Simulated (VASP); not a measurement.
# Sr8Ti8O23 (a cell with a defect) in VASP: further runs

Runs on Sr8Ti8O23 (a cell with a defect). Level: PBE. Tasks: single point.

Everything below comes from runs of VASP 6.6.1. Logs are shortened: lines on timing, memory, paths and dates and some standing lists are left out, and cuts for length are marked.

### 1 The cell of the first run

The cell holds a defect, 39 atoms: a = 7.873 Å, b = 7.873 Å, c = 7.873 Å, α = 90.00°, β = 90.00°, γ = 90.00°.

### 2 Single point, PBE

Input file INCAR:

```
  ALGO = Normal
  EDIFF = 1E-7
  ENCUT = 520
  GGA = PE
  ISIF = 2
  ISMEAR = 0
  LASPH = True
  LCHARG = False
  LREAL = Auto
  LWAVE = False
  NBANDS = 182
  NELECT = 312.0
  NELM = 80
  PREC = Accurate
  SIGMA = 0.02
```

Input file KPOINTS:

```
Automatic mesh
0
Gamma
  2 2 2
  0.5 0.5 0.5
```

Input file POSCAR:

```
Sr8Ti8O23
1.0
    0.0000000000      0.0000000000     -7.8728082298
    0.0000000000     -7.8728082298      0.0000000000
   -7.8728082298      0.0000000000      0.0000000000
Sr Ti O
8 8 23
Direct
    0.2398732377      0.2431276038      0.2548774137
    0.7601267331      0.2431276038      0.2548774137
    0.2380483489      0.7569602645      0.2538571932
    0.7619516220      0.7569602645      0.2538570662
    0.2391880946      0.2413537768      0.7472028822
    0.7608120032      0.2413537768      0.7472028822
    0.2384247076      0.7569532784      0.7463956734
    0.7615752632      0.7569532784      0.7463955464
    0.0000000000     -0.0000816735      0.5001567274
    0.4999999854      0.0000910730      0.4970345886
    0.0000000000      0.4994875888      0.4985672057
    0.4999999854      0.4937910192      0.5210140880
    0.0000000000     -0.0002276189      1.0004079574
    0.4999999854     -0.0162704331      1.0071979106
    0.0000000000      0.4986003578      1.0026719526
    0.4999999854      0.5037912628      0.9857182816
    0.4999999854      0.3094758476      0.0999498498
    0.9999999708      0.5047486086      0.2425497922
    0.4999999854      0.9940143049      0.2577705364
    0.9999999708      1.0017552530      0.2505140405
    0.4999999854      0.4699645783      0.7518854553
    0.9999999708      0.5041554277      0.7382053303
    0.4999999854      1.0066423274      0.7621544721
    0.9999999708      1.0023298891      0.7503431847
    0.9999999708      0.2578285843     -0.0055277607
    0.4999999854      0.7490150691      0.0276639534
    0.9999999708      0.7614166159     -0.0034779204
    0.4999999854      0.2495723181      0.4918161204
    0.9999999708      0.2511187803      0.4998090751
    0.4999999854      0.7401599061      0.5039085018
    0.9999999708      0.7500270333      0.4974894454
    0.2582425407      0.4983178664      0.4762964994
    0.7417575571      0.4983178664      0.4762964994
    0.2494948362      0.9977517260      0.5044461753
    0.7505051346      0.9977517260      0.5044461753
    0.2512226822      0.5165912698      0.9911092424
    0.7487772886      0.5165912698      0.9911092424
    0.2546999675      1.0149081200      1.0035703613
    0.7453000033      1.0149081200      1.0035703613
```

Potentials or basis: VASP PAW PBE potentials, release 64 (Sr_sv, Ti_sv, O).

Command:

```console
cat potpaw_PBE.64/Sr_sv/POTCAR potpaw_PBE.64/Ti_sv/POTCAR potpaw_PBE.64/O/POTCAR > POTCAR
mpirun -np 1 vasp_std > vasp.out
```

OUTCAR:

```text
EDIFF = 1E-7
   ENCUT = 520
   GGA = PE
   ISIF = 2
   ISMEAR = 0
   LASPH = True
   LREAL = Auto
   NELECT = 312.0
   NELM = 80
   PREC = Accurate

 ion  position               nearest neighbor table
   1  0.240  0.243  0.255-  17 2.44  32 2.66  38 2.68  20 2.68  29 2.70  34 2.76  28 2.77  25 2.79
                            18 2.80  19 2.84  36 2.99   9 3.31  13 3.35  11 3.36  10 3.39  15 3.40
   2  0.760  0.243  0.255-  17 2.44  33 2.66  39 2.68  20 2.68  29 2.70  35 2.76  28 2.77  25 2.79
                            18 2.80  19 2.84  37 2.99   9 3.31  13 3.35  11 3.36  10 3.39  15 3.40
   3  0.238  0.757  0.254-  31 2.68  20 2.69  32 2.69  26 2.73  18 2.73  34 2.74  27 2.76  19 2.78
                            36 2.81  38 2.83  30 2.85   9 3.31  13 3.34  14 3.35  11 3.37  15 3.40
   4  0.762  0.757  0.254-  31 2.68  20 2.69  33 2.69  26 2.73  18 2.73  35 2.74  27 2.76  19 2.78
                            37 2.81  39 2.83  30 2.85   9 3.31  13 3.34  14 3.35  11 3.37  15 3.40
   5  0.239  0.241  0.747-  24 2.66  38 2.70  34 2.71  29 2.71  25 2.71  21 2.73  23 2.76  22 2.80
                            28 2.87  36 2.90  32 2.94   9 3.31  13 3.34  12 3.37  11 3.39  15 3.42
   6  0.761  0.241  0.747-  24 2.66  39 2.70  35 2.71  29 2.71  25 2.71  21 2.73  23 2.76  22 2.80
                            28 2.87  37 2.90  33 2.94   9 3.31  13 3.34  12 3.37  11 3.39  15 3.42
   7  0.238  0.757  0.746-  34 2.69  24 2.69  36 2.70  31 2.71  27 2.72  22 2.74  30 2.81  23 2.85
                            38 2.87  32 2.95  26 3.02  21 3.06   9 3.31  13 3.34  11 3.38  14 3.41
   8  0.762  0.757  0.746-  35 2.69  24 2.69  37 2.70  31 2.71  27 2.72  22 2.74  30 2.81  23 2.85
                            39 2.87  33 2.95  26 3.02  21 3.06   9 3.31  13 3.34  11 3.38  14 3.41
   9  0.000  1.000  0.500-  34 1.96  35 1.96  20 1.97  31 1.97  24 1.97  29 1.98   3 3.31   4 3.31
                             8 3.31   7 3.31   6 3.31   5 3.31   1 3.31   2 3.31
  10  0.500  0.000  0.497-  19 1.88  28 1.96  35 1.97  34 1.97  30 2.05  23 2.09   1 3.39   2 3.39
                             3 3.40   4 3.40   5 3.42   6 3.42   8 3.43   7 3.43
  11  0.000  0.499  0.499-  22 1.89  29 1.96  31 1.97  18 2.02  33 2.04  32 2.04   1 3.36   2 3.36
                             3 3.37   4 3.37   8 3.38   7 3.38   6 3.39   5 3.39
  12  0.500  0.494  0.521-  21 1.83  32 1.94  33 1.94  28 1.94  30 1.94   5 3.37   6 3.37   8 3.42
                             7 3.42   2 3.53   1 3.53   3 3.60   4 3.60
  13  0.000  1.000  0.000-  27 1.88  24 1.97  20 1.97  38 2.01  39 2.01  25 2.03   6 3.34   5 3.34
                             4 3.34   3 3.34   7 3.34   8 3.34   1 3.35   2 3.35
  14  0.500  0.984  0.007-  26 1.85  23 1.94  38 1.95  39 1.95  19 1.97   4 3.35   3 3.35   7 3.41
                             8 3.41   2 3.49   1 3.49   5 3.54   6 3.54
  15  0.000  0.499  0.003-  18 1.89  25 1.90  36 1.98  37 1.98  27 2.07  22 2.08   1 3.40   2 3.40
                             4 3.40   3 3.40   6 3.42   5 3.42   7 3.43   8 3.43
  16  0.500  0.504  0.986-  17 1.77  21 1.86  26 1.96  36 1.96  37 1.96   7 3.43   8 3.43   5 3.47
                             6 3.47   4 3.56   3 3.56   2 3.59   1 3.59
  17  0.500  0.309  0.100-  16 1.77   2 2.44   1 2.44   5 3.50   6 3.50
  18  1.000  0.505  0.243-  15 1.89  11 2.02   4 2.73   3 2.73   2 2.80   1 2.80
  19  0.500  0.994  0.258-  10 1.88  14 1.97   3 2.78   4 2.78   1 2.84   2 2.84
  20  1.000  0.002  0.251-   9 1.97  13 1.97   2 2.68   1 2.68   4 2.69   3 2.69
  21  0.500  0.470  0.752-  12 1.83  16 1.86   5 2.73   6 2.73   7 3.06   8 3.06
  22  1.000  0.504  0.738-  11 1.89  15 2.08   8 2.74   7 2.74   6 2.80   5 2.80
  23  0.500  0.007  0.762-  14 1.94  10 2.09   5 2.76   6 2.76   7 2.85   8 2.85
[... 14 lines left out ...]
  38  0.255  0.015  0.004-  14 1.95  13 2.01   1 2.68   5 2.70   3 2.83   7 2.87
  39  0.745  0.015  0.004-  14 1.95  13 2.01   2 2.68   6 2.70   4 2.83   8 2.87

  LATTYP: Found a simple cubic cell.
 ALAT       =     7.8728082298

  Lattice vectors:

 A1 = (   0.0000000000,   0.0000000000,  -7.8728082298)
 A2 = (   0.0000000000,  -7.8728082298,   0.0000000000)
 A3 = (  -7.8728082298,   0.0000000000,   0.0000000000)

Analysis of symmetry for initial positions (statically):
=====================================================================
 Subroutine PRICEL returns:
 Original cell was already a primitive cell.

 Routine SETGRP: Setting up the symmetry group for a
 simple cubic supercell.

 Subroutine GETGRP returns: Found  2 space group operations
 (whereof  2 operations were pure point group operations)
 out of a pool of 48 trial point group operations.

The static configuration has the point symmetry C_1h.

Analysis of symmetry for dynamics (positions and initial velocities):
=====================================================================
 Subroutine PRICEL returns:
 Original cell was already a primitive cell.

 Routine SETGRP: Setting up the symmetry group for a
 simple cubic supercell.

 Subroutine GETGRP returns: Found  2 space group operations
 (whereof  2 operations were pure point group operations)
 out of a pool of 48 trial point group operations.

The dynamic configuration has the point symmetry C_1h.

[... 124 lines left out ...]

 Found      2 irreducible k-points:

 Following reciprocal coordinates:
            Coordinates               Weight
  0.250000  0.250000  0.250000      4.000000
 -0.250000 -0.250000  0.250000      4.000000
   k-points           NKPTS =      2   k-points in BZ     NKDIM =      2   number of bands    NBANDS=    182
   number of dos      NEDOS =    301   number of ions     NIONS =     39
   total plane-waves  NPLWV = 216000
   dimension x,y,z NGX =    60 NGY =   60 NGZ =   60
   dimension x,y,z NGXF=   120 NGYF=  120 NGZF=  120
   ions per type =               8   8  23
   NGX,Y,Z   is equivalent  to a cutoff of  12.67, 12.67, 12.67 a.u.
   NGXF,Y,Z  is equivalent  to a cutoff of  25.34, 25.34, 25.34 a.u.
 SYSTEM =  unknown system
   PREC   = accura    normal or accurate (medium, high low for compatibility)
   ISTART =      0    job   : 0-new  1-cont  2-samecut
   ICHARG =      2    charge: 1-file 2-atom 10-const
   ISPIN  =      1    spin polarized calculation?
   LNONCOLLINEAR =      F non collinear calculations
   LSORBIT =      F    spin-orbit coupling
   LASPH  =      T    aspherical Exc in radial PAW
   ENCUT  =  520.0 eV  38.22 Ry    6.18 a.u.  14.64 14.64 14.64*2*pi/ulx,y,z
   NELM   =     80;   NELMIN=  2; NELMDL= -5     # of ELM steps
   EDIFF  = 0.1E-06   stopping-criterion for ELM
   LREAL  =      T    real-space projection
   EDIFFG = 0.1E-05   stopping-criterion for IOM
   NSW    =      0    number of steps for IOM
   IBRION =     -1    ionic relax: 0-MD 1-quasi-New 2-CG
   NFREE  =      0    steps in history (QN), initial steepest desc. (CG)
   ISIF   =      2    stress and relaxation
   ISYM   =      2    0-nonsym 1-usesym 2-fastsym
   POTIM  = 0.5000    time-step for ionic-motion
   TEBEG  =    0.0;   TEEND  =   0.0 temperature during run
   PSTRESS=    0.0 pullay stress
   NELECT =     312.0000    total number of electrons
   NUPDOWN=      -1.0000    fix difference up-down
   EMIN   =  10.00;   EMAX   =-10.00  energy-range for DOS
   EFERMI =   0.00;   METHOD = LEGACY
   ISMEAR =     0;   SIGMA  =   0.02  broadening in eV -4-tet -1-fermi 0-gaus
   EFERMI_NEDOS =   21; number of points for ismear=-14 and -15
   IALGO  =     38    algorithm
   IMIX   =      4    mixing-type and parameters
     AMIX     =   0.40;   BMIX     =  1.00
     AMIX_MAG =   1.60;   BMIX_MAG =  1.00
  volume/ion in A,a.u.               =      12.51        84.43
  Fermi-wavevector in a.u.,A,eV,Ry     =   1.410360  2.665194 27.063562  1.989116
  Thomas-Fermi vector in A             =   2.532322
   LORBIT       =      0    0 simple, 1 ext, 2 COOP (PROOUT), +10 PAW based schemes
   GGA     = PE    functional components
   LHFCALC =     F    Hartree Fock is set to
   AEXX    =    0.0000 exact exchange contribution
   IVDW    =     0    specifies the selected vdW correction
   LEPSILON=     F    determine dielectric tensor
   LRPA    =     F    only Hartree local field effects (RPA)
 non-spin polarized calculation
 Gauss-broadening in eV      SIGMA  =   0.02
  energy-cutoff  :      520.00
  volume of cell :      487.97
 maximum number of plane-waves:     13154
 NGX is ok and might be reduce to    60
   NGX = 29   NGY = 29   NGZ = 29

 number of electron     311.9999965 magnetization

 Free energy of the ion-electron system (eV)
  ---------------------------------------------------
  ext. energy  EPLUGINS =         0.00000000
  ---------------------------------------------------
  free energy    TOTEN  =      -322.50639618 eV

  energy without entropy =     -322.50639618  energy(sigma->0) =     -322.50639618

 E-fermi :   3.7423     XC(G=0): -10.9542

 val. band max:        3.6075816047   @ k =   0.2500   0.2500   0.2500
 cond. band min:       6.2033310536   @ k =   0.2500   0.2500   0.2500
 fundamental gap:      2.5957494489
 Fermi energy:         3.7423061325

 k-point     1 :       0.2500    0.2500    0.2500
  band No.  band energies     occupation
      1     -52.7990      2.00000
      2     -52.7737      2.00000
      3     -52.7677      2.00000
      4     -52.7222      2.00000
      5     -52.6814      2.00000
      6     -52.6804      2.00000
[... 160 lines left out ...]
    167       7.2562      0.00000
    168       7.2936      0.00000

 k-point     2 :      -0.2500   -0.2500    0.2500
  band No.  band energies     occupation
      1     -52.7990      2.00000
      2     -52.7737      2.00000
      3     -52.7677      2.00000
      4     -52.7222      2.00000
      5     -52.6814      2.00000
      6     -52.6804      2.00000
[... 160 lines left out ...]
    167       7.2457      0.00000
    168       7.2847      0.00000
 [bands above 168 left out]

------------------------ aborting loop because EDIFF is reached ----------------------------------------

  FORCE on cell =-STRESS in cart. coord.  units (eV):
  Direction    XX          YY          ZZ          XY          YZ          ZX
  --------------------------------------------------------------------------------------
  -------------------------------------------------------------------------------------
  Total       -9.3654364    -10.5221054    -13.2438206      0.3609185      0.0000000      0.0000000
  in kB      -30.7503159    -34.5481034    -43.4845374      1.1850337      0.0000000      0.0000000
  external PRESSURE =     -36.2609856 kB  Pullay stress =       0.0000000 kB

 VOLUME and BASIS-vectors are now :
 -----------------------------------------------------------------------------
  energy-cutoff  :      520.00
  volume of cell :      487.97
      direct lattice vectors                 reciprocal lattice vectors
     0.000000000  0.000000000 -7.872808230     0.000000000  0.000000000 -0.127019479
     0.000000000 -7.872808230  0.000000000     0.000000000 -0.127019479  0.000000000
    -7.872808230  0.000000000  0.000000000    -0.127019479  0.000000000  0.000000000

 POSITION                                       TOTAL-FORCE (eV/Angst)
 -----------------------------------------------------------------------------------
     -2.00660     -1.91410     -1.88848         0.002043     -0.005990     -0.008973
     -2.00660     -1.91410     -5.98433         0.002043     -0.005990      0.008973
     -1.99857     -5.95940     -1.87411         0.009277     -0.017211     -0.018504
     -1.99857     -5.95940     -5.99870         0.009277     -0.017211      0.018504
     -5.88259     -1.90013     -1.88308        -0.025363     -0.003619     -0.018899
     -5.88259     -1.90013     -5.98973        -0.025363     -0.003619      0.018899
[... 31 lines left out ...]
     -0.02811     -0.11737     -2.00520        -0.010372      0.011068      0.035968
     -0.02811     -0.11737     -5.86760        -0.010372      0.011068     -0.035968
 -----------------------------------------------------------------------------------
    total drift:                               -0.033948     -0.000748     -0.004286

  FREE ENERGIE OF THE ION-ELECTRON SYSTEM (eV)
  ---------------------------------------------------
  free  energy   TOTEN  =      -322.5063961809 eV

  energy  without entropy=     -322.5063961809  energy(sigma->0) =     -322.50639618
```

Run time: 14 min. Hardware: 1 thread of AMD EPYC 9755, shared host; peak memory 0.51 GiB.

Results:

```
Free energy   : -322.5064 eV
Largest force : 0.451 eV/Å
```

Forces in eV/Å, atoms in the order of the input:
```
Sr   0.002 -0.006 -0.009
Sr   0.002 -0.006  0.009
Sr   0.009 -0.017 -0.019
Sr   0.009 -0.017  0.019
Sr  -0.025 -0.004 -0.019
Sr  -0.025 -0.004  0.019
Sr  -0.028 -0.001 -0.014
Sr  -0.028 -0.001  0.014
Ti  -0.038  0.015  0.000
Ti  -0.051  0.017  0.000
Ti   0.030  0.003  0.000
Ti   0.049 -0.028  0.000
Ti  -0.031 -0.033  0.000
Ti   0.014 -0.082  0.000
Ti   0.044 -0.064  0.000
Ti   0.027 -0.006  0.000
O    0.271  0.361  0.000
O   -0.042  0.008  0.000
O   -0.009  0.028  0.000
O   -0.001 -0.016  0.000
O   -0.031 -0.046  0.000
O   -0.041 -0.019  0.000
O    0.006 -0.042  0.000
O   -0.015 -0.001  0.000
O    0.010  0.040  0.000
O    0.026  0.031  0.000
O   -0.006  0.043  0.000
O    0.043 -0.026  0.000
O   -0.016 -0.025  0.000
O   -0.008 -0.025  0.000
O   -0.003 -0.015  0.000
O    0.012 -0.019  0.013
O    0.012 -0.019 -0.013
O   -0.009 -0.017 -0.005
O   -0.009 -0.017  0.005
O   -0.065 -0.007 -0.013
O   -0.065 -0.007  0.013
O   -0.010  0.011  0.036
O   -0.010  0.011 -0.036
```

Caveat: the cell carries a net charge on a neutralising background, which shifts energy and pressure; the cell is charged against a uniform background, so pressure and absolute levels hang on convention.

(Continued in part 2 of 2.)
